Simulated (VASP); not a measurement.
**Ge: single point with r2SCAN**

The system is Ge.

```
Ge
1.0
     1.39715   -2.60052    0.00000
     1.39715    2.60052    0.00000
     0.00000    0.00000    2.69823
Ge
1
Direct
  0.50000 0.50000 0.00000
```

| Item | Value |
| --- | --- |
| Program | VASP 6.6.1 |
| Task | single point |
| Functional | r2SCAN |
| Potentials or basis | VASP PAW PBE potentials, release 64 (Ge_d) |
| Cutoff | 520 eV |
| k mesh | 12 × 12 × 11 |
| Occupations | methfessel-paxton, width 0.1 eV |
| Spin | no spin polarisation |

```yaml
Pressure: -3.4 GPa
Band_gap_on_the_k_mesh: zero (bands 7 and 8 overlap by 10.34 eV)
```

Stress tensor (GPa, compression positive):
```
-2.55  0.00  0.00
 0.00 -5.88  0.00
 0.00  0.00 -1.87
```

Levels at points of the mesh, in eV from the Fermi level:
| k point | band 5 | band 6 | band 7 | band 8 | band 9 | band 10 |
| --- | --- | --- | --- | --- | --- | --- |
| (0.00, 0.00, 0.00) | -25.29 | -13.55 | 6.94 | 7.46 | 9.05 | 10.52 |
| (0.50, 0.00, 0.00) | -25.32 | -8.18 | -5.62 | 3.57 | 7.88 | 11.05 |
| (0.50, 0.50, 0.00) | -25.30 | -9.10 | -5.83 | 5.45 | 9.59 | 10.34 |

Run time: 120 s on 1 thread of Intel Xeon 8259CL (shared host), peak memory 0.18 GiB.

Caveat: the cell stands under tension; the PAW data sets were made with another functional, which shifts forces and pressure a little.
